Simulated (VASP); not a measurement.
# Al (I4/mmm) in VASP: further runs

Runs on Al. Level: r2SCAN. Tasks: single point.

Program: VASP 6.6.1. These are calculated values, not measurements. Logs are shortened: lines on timing, memory, paths and dates and some standing lists are left out, and cuts for length are marked.

## (1) The cell of the first run

Symmetry: I4/mmm, No. 139, tetragonal system. The conventional cell has a = 3.087 Å, b = 3.087 Å, c = 3.278 Å, α = 90.00°, β = 90.00°, γ = 90.00°. Al (site symmetry 4/mmm) has 14 Al at 2.73 to 3.28 Å within 3.6 Å.

## (2) Single point, r2SCAN (strain -0.030 along x and y, +0.030 along z)

Input file POSCAR:

```
Al
1.0
   -1.5434821293      1.5434821293      1.6389552507
    1.5434821293     -1.5434821293      1.6389552507
    1.5434821293      1.5434821293     -1.6389552507
Al
1
Direct
    0.0000000000      0.0000000000      0.0000000000
```

Input file INCAR.step1:

```
PREC = Accurate
ENCUT = 520
ISMEAR = 0
SIGMA = 0.15
LREAL = False
LASPH = True
NELM = 100
NBANDS = 8
GGA = PE
ALGO = Normal
EDIFF = 1E-4
LWAVE = True
LCHARG = False
```

Input file INCAR.step2:

```
PREC = Accurate
ENCUT = 520
EDIFF = 1E-6
ISMEAR = 0
SIGMA = 0.15
LREAL = False
LASPH = True
NELM = 100
ALGO = Normal
ISIF = 2
LWAVE = False
LCHARG = True
METAGGA = R2SCAN
LMIXTAU = True
LELF = True
LVHAR = True
NBANDS = 8
ISTART = 1
```

Input file KPOINTS:

```
regular mesh
0
Gamma
  20 20 20
```

Potentials or basis: VASP PAW PBE potentials, release 64 (Al).

Run with:

```sh
cat potpaw_PBE.64/Al/POTCAR > POTCAR
cp INCAR.step1 INCAR
mpirun -np 1 vasp_std > vasp.out
cp INCAR.step2 INCAR
mpirun -np 1 vasp_std > vasp.out
```

OUTCAR:

```text
PREC = Accurate
   ENCUT = 520
   EDIFF = 1E-6
   ISMEAR = 0
   LREAL = False
   LASPH = True
   NELM = 100
   ISIF = 2
   METAGGA = R2SCAN
   ISTART = 1

 ion  position               nearest neighbor table
   1  0.000  0.000  0.000-

  LATTYP: Found a body centered tetragonal cell.
 ALAT       =     3.0869642586
 C/A-ratio  =     1.0618556701

  Lattice vectors:

 A1 = (  -1.5434821293,   1.5434821293,   1.6389552507)
 A2 = (   1.5434821293,  -1.5434821293,   1.6389552507)
 A3 = (   1.5434821293,   1.5434821293,  -1.6389552507)

Analysis of symmetry for initial positions (statically):
=====================================================================
 Subroutine PRICEL returns:
 Original cell was already a primitive cell.

 Routine SETGRP: Setting up the symmetry group for a
 body centered tetragonal supercell.

 Subroutine GETGRP returns: Found 16 space group operations
 (whereof 16 operations were pure point group operations)
 out of a pool of 16 trial point group operations.

The static configuration has the point symmetry D_4h.

Analysis of symmetry for dynamics (positions and initial velocities):
=====================================================================
 Subroutine PRICEL returns:
 Original cell was already a primitive cell.

 Routine SETGRP: Setting up the symmetry group for a
 body centered tetragonal supercell.

 Subroutine GETGRP returns: Found 16 space group operations
 (whereof 16 operations were pure point group operations)
 out of a pool of 16 trial point group operations.

The dynamic configuration has the point symmetry D_4h.

 Subroutine INISYM returns: Found 16 space group operations
 (whereof 16 operations are pure point group operations),
 and found     1 'primitive' translations

----------------------------------------------------------------------------------------

                                     Primitive cell

  volume of cell :      15.6182

  direct lattice vectors                    reciprocal lattice vectors
    -1.543482129  1.543482129  1.638955251     0.000000000  0.323942850  0.305072393
     1.543482129 -1.543482129  1.638955251     0.323942850  0.000000000  0.305072393
     1.543482129  1.543482129 -1.638955251     0.323942850  0.323942850  0.000000000

  length of vectors
     2.729624238  2.729624238  2.729624238     0.444981050  0.444981050  0.458124372

  position of ions in fractional coordinates (direct lattice)
     0.000000000  0.000000000  0.000000000

  ion indices of the primitive-cell ions
   primitive index   ion index
                 1           1

----------------------------------------------------------------------------------------

 KPOINTS: regular mesh

Automatic generation of k-mesh.
 Grid dimensions read from file:
 generate k-points for:   20   20   20

 Generating k-lattice:

  Cartesian coordinates                     Fractional coordinates (reciprocal lattice)
     0.000000000  0.016197143  0.015253620     0.050000000 -0.000000000  0.000000000
     0.016197143  0.000000000  0.015253620    -0.000000000  0.050000000  0.000000000
     0.016197143  0.016197143  0.000000000     0.000000000  0.000000000  0.050000000

  Length of vectors
     0.022249053  0.022249053  0.022906219

  Shift w.r.t. Gamma in fractional coordinates (k-lattice)
     0.000000000  0.000000000  0.000000000

 Subroutine IBZKPT returns following result:
 ===========================================

 Found    641 irreducible k-points:

 Following reciprocal coordinates:
            Coordinates               Weight
  0.000000  0.000000  0.000000      1.000000
  0.050000 -0.000000  0.000000      8.000000
  0.100000 -0.000000  0.000000      8.000000
  0.150000  0.000000  0.000000      8.000000
  0.200000 -0.000000  0.000000      8.000000
  0.250000 -0.000000  0.000000      8.000000
[... 16 lines left out ...]
 -0.400000  0.050000  0.000000     16.000000
 -0.350000  0.050000  0.000000     16.000000
 [... further k-points ...]
   k-points           NKPTS =    641   k-points in BZ     NKDIM =    641   number of bands    NBANDS=      8
   number of dos      NEDOS =    301   number of ions     NIONS =      1
   total plane-waves  NPLWV =   8000
   dimension x,y,z NGX =    20 NGY =   20 NGZ =   20
   dimension x,y,z NGXF=    40 NGYF=   40 NGZF=   40
   ions per type =               1
   NGX,Y,Z   is equivalent  to a cutoff of  12.18, 12.18, 12.18 a.u.
   NGXF,Y,Z  is equivalent  to a cutoff of  24.36, 24.36, 24.36 a.u.
 SYSTEM =  unknown system
   PREC   = accura    normal or accurate (medium, high low for compatibility)
   ISTART =      1    job   : 0-new  1-cont  2-samecut
   ICHARG =      0    charge: 1-file 2-atom 10-const
   ISPIN  =      1    spin polarized calculation?
   LNONCOLLINEAR =      F non collinear calculations
   LSORBIT =      F    spin-orbit coupling
   LASPH  =      T    aspherical Exc in radial PAW
   ENCUT  =  520.0 eV  38.22 Ry    6.18 a.u.   5.08  5.08  5.08*2*pi/ulx,y,z
   NELM   =    100;   NELMIN=  2; NELMDL=  0     # of ELM steps
   EDIFF  = 0.1E-05   stopping-criterion for ELM
   LREAL  =      F    real-space projection
   EDIFFG = 0.1E-04   stopping-criterion for IOM
   NSW    =      0    number of steps for IOM
   IBRION =     -1    ionic relax: 0-MD 1-quasi-New 2-CG
   NFREE  =      0    steps in history (QN), initial steepest desc. (CG)
   ISIF   =      2    stress and relaxation
   ISYM   =      2    0-nonsym 1-usesym 2-fastsym
   POTIM  = 0.5000    time-step for ionic-motion
   TEBEG  =    0.0;   TEEND  =   0.0 temperature during run
   PSTRESS=    0.0 pullay stress
   NELECT =       3.0000    total number of electrons
   NUPDOWN=      -1.0000    fix difference up-down
   EMIN   =  10.00;   EMAX   =-10.00  energy-range for DOS
   EFERMI =   0.00;   METHOD = LEGACY
   ISMEAR =     0;   SIGMA  =   0.15  broadening in eV -4-tet -1-fermi 0-gaus
   EFERMI_NEDOS =   21; number of points for ismear=-14 and -15
   IALGO  =     38    algorithm
   IMIX   =      4    mixing-type and parameters
     AMIX     =   0.40;   BMIX     =  1.00
     AMIX_MAG =   1.60;   BMIX_MAG =  1.00
  volume/ion in A,a.u.               =      15.62       105.40
  Fermi-wavevector in a.u.,A,eV,Ry     =   0.944579  1.784996 12.139530  0.892230
  Thomas-Fermi vector in A             =   2.072398
   LORBIT       =      0    0 simple, 1 ext, 2 COOP (PROOUT), +10 PAW based schemes
   METAGGA = R2SCAN    functional components
   LHFCALC =     F    Hartree Fock is set to
   AEXX    =    0.0000 exact exchange contribution
   IVDW    =     0    specifies the selected vdW correction
   LEPSILON=     F    determine dielectric tensor
   LRPA    =     F    only Hartree local field effects (RPA)
 non-spin polarized calculation
 Gauss-broadening in eV      SIGMA  =   0.15
  energy-cutoff  :      520.00
  volume of cell :       15.62
 maximum number of plane-waves:       442
   NGX = 11   NGY = 11   NGZ = 11

 number of electron       3.0000000 magnetization

 Free energy of the ion-electron system (eV)
  ---------------------------------------------------
  ext. energy  EPLUGINS =         0.00000000
  ---------------------------------------------------
  free energy    TOTEN  =        -6.62784693 eV

  energy without entropy =       -6.62362661  energy(sigma->0) =       -6.62573677

 E-fermi :   8.6152     XC(G=0): -11.1246

 val. band max:        8.6042501679   @ k =  -0.4000  -0.4000   0.2000
 cond. band min:       8.6154371726   @ k =  -0.2000   0.4500   0.0500
 fundamental gap:      0.0111870047
 Fermi energy:         8.6152025395

 k-point     1 :       0.0000    0.0000    0.0000
  band No.  band energies     occupation
      1      -3.6370      2.00000
      2      22.5488      0.00000
      3      22.5488      0.00000
      4      24.0613      0.00000
      5      24.9883      0.00000
      6      25.4049      0.00000
      7      25.4494      0.00000
      8      25.4494      0.00000

 k-point     2 :       0.0500   -0.0000    0.0000
  band No.  band energies     occupation
      1      -3.5592      2.00000
      2      21.6215      0.00000
      3      22.1930      0.00000
      4      23.6264      0.00000
      5      24.5046      0.00000
      6      25.1408      0.00000
      7      25.9022      0.00000
      8      26.0190      0.00000

 k-point     3 :       0.1000   -0.0000    0.0000
  band No.  band energies     occupation
      1      -3.3258      2.00000
      2      19.6358      0.00000
      3      21.4624      0.00000
      4      22.7749      0.00000
      5      23.7380      0.00000
      6      25.0623      0.00000
      7      26.0196      0.00000
      8      26.5123      0.00000

 k-point     4 :       0.1500    0.0000    0.0000
  band No.  band energies     occupation
      1      -2.9379      2.00000
      2      17.4060      0.00000
      3      20.6870      0.00000
      4      21.8447      0.00000
      5      23.0191      0.00000
      6      24.4656      0.00000
      7      26.2973      0.00000
      8      26.8072      0.00000

 k-point     5 :       0.2000   -0.0000    0.0000
  band No.  band energies     occupation
      1      -2.3966      2.00000
      2      15.1789      0.00000
      3      19.9733      0.00000
      4      20.9638      0.00000
      5      22.3286      0.00000
      6      23.7961      0.00000
      7      26.6382      0.00000
      8      27.4224      0.00000

 k-point     6 :       0.2500   -0.0000    0.0000
  band No.  band energies     occupation
      1      -1.7038      2.00000
      2      13.0269      0.00000
      3      19.3540      0.00000
      4      20.1858      0.00000
      5      21.7030      0.00000
      6      23.1751      0.00000
      7      27.0729      0.00000
      8      28.2193      0.00000

 k-point     7 :       0.3000    0.0000    0.0000
  band No.  band energies     occupation
      1      -0.8619      2.00000
      2      10.9779      0.00000
      3      18.8409      0.00000
      4      19.5347      0.00000
      5      21.1717      0.00000
      6      22.6319      0.00000
      7      27.6223      0.00000
      8      29.1514      0.00000

 k-point     8 :       0.3500    0.0000    0.0000
  band No.  band energies     occupation
      1       0.1259      2.00000
      2       9.0460      0.00005
      3      18.4386      0.00000
      4      19.0222      0.00000
      5      20.7507      0.00000
      6      22.1865      0.00000
      7      28.2818      0.00000
      8      30.1928      0.00000

 k-point     9 :       0.4000    0.0000    0.0000
  band No.  band energies     occupation
      1       1.2543      2.00000
      2       7.2410      2.00000
      3      18.1495      0.00000
      4      18.6542      0.00000
      5      20.4473      0.00000
      6      21.8556      0.00000
      7      29.0246      0.00000
      8      31.2971      0.00000

 k-point    10 :       0.4500   -0.0000    0.0000
  band No.  band energies     occupation
      1       2.5081      2.00000
      2       5.5806      2.00000
      3      17.9751      0.00000
      4      18.4331      0.00000
      5      20.2647      0.00000
      6      21.6518      0.00000
      7      29.7602      0.00000
      8      32.3166      0.00000
[... 78 lines left out ...]
 k-point    18 :       0.3500    0.0500   -0.0000
  band No.  band energies     occupation
      1       0.6979      2.00000
      2       8.2353      1.99966
      3      17.0238      0.00000
      4      18.8965      0.00000
      5      20.9626      0.00000
      6      23.0092      0.00000
      7      29.2133      0.00000
      8      30.2095      0.00000

 k-point    19 :       0.4000    0.0500    0.0000
  band No.  band energies     occupation
      1       1.8882      2.00000
      2       6.4961      2.00000
      3      16.8218      0.00000
      4      18.5616      0.00000
      5      20.7641      0.00000
      6      22.6890      0.00000
      7      29.8886      0.00000
      8      31.2573      0.00000

 k-point    20 :       0.4500    0.0500    0.0000
  band No.  band energies     occupation
      1       3.1734      2.00000
      2       4.9320      2.00000
      3      16.7554      0.00000
      4      18.3551      0.00000
      5      20.6964      0.00000
      6      22.4843      0.00000
      7      29.9686      0.00000
      8      32.0690      0.00000

 k-point    21 :       0.5000    0.0500    0.0000
  band No.  band energies     occupation
      1       3.2479      2.00000
      2       4.8494      2.00000
      3      16.8262      0.00000
      4      18.2768      0.00000
      5      20.7608      0.00000
      6      22.3995      0.00000
      7      29.2986      0.00000
      8      32.5917      0.00000

 k-point    22 :      -0.4500    0.0500   -0.0000
  band No.  band energies     occupation
      1       1.9634      2.00000
      2       6.3967      2.00000
      3      17.0352      0.00000
      4      18.3257      0.00000
      5      20.9569      0.00000
      6      22.4332      0.00000
      7      28.4393      0.00000
      8      32.5164      0.00000

 k-point    23 :      -0.4000    0.0500    0.0000
  band No.  band energies     occupation
      1       0.7655      2.00000
      2       8.1275      2.00000
      3      17.3826      0.00000
      4      18.5004      0.00000
      5      21.2827      0.00000
      6      22.5776      0.00000
      7      27.6289      0.00000
      8      31.6932      0.00000

 k-point    24 :      -0.3500    0.0500    0.0000
  band No.  band energies     occupation
      1      -0.2971      2.00000
      2       9.9916      0.00000
      3      17.8677      0.00000
      4      18.7986      0.00000
      5      21.7345      0.00000
      6      22.8167      0.00000
      7      26.9382      0.00000
      8      30.6683      0.00000

 [... further k-points ...]
[... 5 lines left out ...]
  --------------------------------------------------------------------------------------
  -------------------------------------------------------------------------------------
  Total        0.1762479      0.1762479      0.4882451      0.0000000     -0.0000000      0.0000000
  in kB       18.0802408     18.0802408     50.0862160      0.0000000     -0.0000000      0.0000000
  external PRESSURE =      28.7488992 kB  Pullay stress =       0.0000000 kB

 VOLUME and BASIS-vectors are now :
 -----------------------------------------------------------------------------
  energy-cutoff  :      520.00
  volume of cell :       15.62
      direct lattice vectors                 reciprocal lattice vectors
    -1.543482129  1.543482129  1.638955251     0.000000000  0.323942850  0.305072393
     1.543482129 -1.543482129  1.638955251     0.323942850  0.000000000  0.305072393
     1.543482129  1.543482129 -1.638955251     0.323942850  0.323942850  0.000000000

 POSITION                                       TOTAL-FORCE (eV/Angst)
 -----------------------------------------------------------------------------------
      0.00000      0.00000      0.00000         0.000000     -0.000000      0.000000
 -----------------------------------------------------------------------------------
    total drift:                                0.000000      0.000000     -0.000000

  FREE ENERGIE OF THE ION-ELECTRON SYSTEM (eV)
  ---------------------------------------------------
  free  energy   TOTEN  =        -6.6278469321 eV

  energy  without entropy=       -6.6236266089  energy(sigma->0) =       -6.62573677
```

It took 1.8 min on 1 thread of Intel Xeon Platinum 8488C (Sapphire Rapids), shared host; peak memory 0.18 GiB.

Results:

| Quantity | Value |
| --- | --- |
| Free energy | -6.6278 eV |
| Pressure | 2.9 GPa |

Caveat: the cell differs from its parent crystal (strain -0.030 along x and y, +0.030 along z); the PAW data sets were made with another functional, which shifts forces and pressure a little.

## (3) Single point, r2SCAN (strain +0.000 along x and y, -0.030 along z)

Input file POSCAR:

```
Al
1.0
   -1.5912186900      1.5912186900      1.5434821293
    1.5912186900     -1.5912186900      1.5434821293
    1.5912186900      1.5912186900     -1.5434821293
Al
1
Direct
    0.0000000000      0.0000000000      0.0000000000
```

Input file INCAR.step1:

```
SYSTEM = Al
PREC = Accurate
ENCUT = 520
ISMEAR = 0
SIGMA = 0.15
LREAL = .FALSE.
LASPH = .TRUE.
NELM = 80
NBANDS = 8
GGA = PE
ALGO = Normal
EDIFF = 1E-4
LWAVE = .TRUE.
LCHARG = .FALSE.
```

Input file INCAR.step2:

```
SYSTEM = Al
PREC = Accurate
ENCUT = 520
EDIFF = 1E-6
ISMEAR = 0
SIGMA = 0.15
LREAL = .FALSE.
LASPH = .TRUE.
NELM = 80
ALGO = Normal
ISIF = 2
LWAVE = .FALSE.
LCHARG = .FALSE.
METAGGA = R2SCAN
LMIXTAU = .TRUE.
NBANDS = 8
ISTART = 1
```

Input file KPOINTS:

```
Automatic mesh
0
G
  20 20 20
  0 0 0
```

Potentials or basis: VASP PAW PBE potentials, release 64 (Al).

Run with:

```sh
cat potpaw_PBE.64/Al/POTCAR > POTCAR
cp INCAR.step1 INCAR
mpirun -np 1 vasp_std > vasp.out
cp INCAR.step2 INCAR
mpirun -np 1 vasp_std > vasp.out
```

Wall time 1.8 min (1 thread of Intel Xeon Platinum 8488C (Sapphire Rapids), shared host); peak memory 0.18 GiB.

Results (log left out):

```
Free energy : -6.6233 eV
Pressure    : 2.9 GPa
```

Stress tensor (GPa, compression positive):
```
3.38 0.00 0.00
0.00 3.38 0.00
0.00 0.00 1.83
```

Levels at points of the mesh, in eV from the Fermi level:
```csv
k point,band 1,band 2,band 3,band 4,band 5,band 6
"(0.00, 0.00, 0.00)",-12.25,13.86,14.66,14.66,16.59,16.59
"(0.50, 0.00, 0.00)",-4.86,-3.96,8.58,9.06,10.76,12.65
"(0.50, 0.50, 0.00)",-5.04,-4.27,9.30,9.72,11.59,12.96
"(0.50, 0.50, 0.50)",1.80,1.80,2.69,2.76,3.01,7.25
```

Caveat: the cell differs from its parent crystal (strain +0.000 along x and y, -0.030 along z); the PAW data sets were made with another functional, which shifts forces and pressure a little.

(Part 1 of 2 ends here.)
